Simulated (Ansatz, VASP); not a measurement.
**Two plane-wave programs on Ca**

```
CELL_PARAMETERS angstrom
0.00000 2.40613 2.40613
2.40613 0.00000 2.40613
2.40613 2.40613 0.00000
ATOMIC_POSITIONS crystal
Ca 0.00000 0.00000 0.00000
```

Alike in both runs: task relaxation of cell and atoms; functional PBE; k mesh 6 × 6 × 6; collinear spin.

|  | VASP | Ansatz |
| --- | --- | --- |
| version | VASP 6.6.1 | Ansatz 0.2.0 |
| potentials or method | VASP PAW PBE potentials, release 64 (Ca_sv), cutoff 500 eV | PAW plane waves |
| occupations | fermi-dirac, width 0.1 eV | fermi-dirac |
| valence electrons in the cell | 10 | 10 |

|  | VASP | Ansatz | Ansatz less VASP |
| --- | --- | --- | --- |
| gap on the k mesh at the Fermi level, each at its own relaxed structure (eV) | none | none | - |
| net moment per atom (μB) | 0.00 | 0.00 | 0.000 |
| relaxed volume (Å³/atom) | 42.08 | 42.10 | +0.015 |
| relaxed cell length with the largest relative difference (Å) | 3.904 | 3.905 | +0.0005 |

A gap of «none» marks a metal or a gap that the smearing closes. Ansatz's warnings: seeded moment not kept.

The k mesh is coarse, so the values compare programs but aren't converged. Noted on VASP's run: the volume moved by over 15 % at a fixed basis, so the end points are rough.
